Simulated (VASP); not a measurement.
Here is a VASP 6.6.1 calculation.

Contents of POSCAR:

```
C
1.0
    0.0000000000      1.9260720000      1.7120640000
    1.9260720000      0.0000000000      1.7120640000
    1.9260720000      1.9260720000      0.0000000000
C
2
Direct
    0.5000000000      0.5000000000      0.5000000000
    0.7500000000      0.7500000000      0.7500000000
```

The input INCAR.step1:

```
ALGO = Normal
EDIFF = 1E-4
ENCUT = 520
GGA = PE
ISMEAR = 0
LASPH = T
LCHARG = F
LREAL = F
LWAVE = T
NBANDS = 11
NELM = 100
PREC = Accurate
SIGMA = 0.05
```

INCAR.step2

```
ALGO = Normal
EDIFF = 1E-6
ENCUT = 520
ISIF = 2
ISMEAR = 0
ISTART = 1
LASPH = T
LCHARG = T
LELF = T
LMIXTAU = T
LREAL = F
LVHAR = T
LWAVE = F
METAGGA = R2SCAN
NBANDS = 11
NELM = 100
PREC = Accurate
SIGMA = 0.05
```

File KPOINTS:

```
k-points
0
Gamma
  12 12 12
```

Potentials or basis: VASP PAW PBE potentials, release 64 (C).

Command:

```sh
$ cat potpaw_PBE.64/C/POTCAR > POTCAR
$ cp INCAR.step1 INCAR
$ mpirun -np 1 vasp_std > vasp.out
$ cp INCAR.step2 INCAR
$ mpirun -np 1 vasp_std > vasp.out
```

Q: Predict the pressure.

A: -41.4 GPa.

Q: Estimate the band gap on the k mesh.

A: 1.34 eV, indirect (least direct gap 3.66 eV).

Stress tensor (GPa, compression positive):
```
-71.14   0.00   0.00
  0.00 -71.14   0.00
  0.00   0.00  18.00
```

Caveat: the cell differs from its parent crystal (strain +0.080 along x and y, -0.040 along z); the PAW data sets were made with another functional, which shifts forces and pressure a little. A k mesh can miss the band edges.
